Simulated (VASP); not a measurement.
Write the native input for VASP 6.6.1 that does the following.

```
Task                   : single point
Functional             : LDA
Potentials or basis    : VASP PAW LDA potentials, release 64 (Cs_sv)
Cutoff                 : 520 eV
k mesh                 : 8 × 8 × 8
Occupations            : methfessel-paxton, width 0.6 eV
Spin                   : no spin polarisation
Dipole correction      : no
Further INCAR settings : ALGO = Normal; EDIFF = 1e-06; NBANDS = 10
```

The structure of Cs lies in POSCAR:

```
Cs
1.0
   -2.8840810378      2.8840810378      2.8840810378
    2.8840810378     -2.8840810378      2.8840810378
    2.8840810378      2.8840810378     -2.8840810378
Cs
1
Direct
    0.0000000000      0.0000000000      0.0000000000
```

One way to write it, as run:

INCAR

```
  PREC = Accurate
  ENCUT = 520
  EDIFF = 1E-6
  ISMEAR = 1
  SIGMA = 0.6
  LREAL = F
  LASPH = T
  NELM = 80
  ALGO = Normal
  ISIF = 2
  LWAVE = F
  LCHARG = F
  GGA = CA
  NBANDS = 10
```

KPOINTS

```
regular mesh
0
Gamma
  8 8 8
```

Potentials or basis: VASP PAW LDA potentials, release 64 (Cs_sv).

The run is started by

```sh
$ cat potpaw_LDA.64/Cs_sv/POTCAR > POTCAR
$ mpirun -np 1 vasp_std > vasp.out
```

Results of the run:

The pressure is 0.0 GPa.

Run time: 16 s on 1 thread of Intel(R) Xeon(R) Platinum 8488C (Sapphire Rapids), on a shared host, peak memory 0.19 GiB.
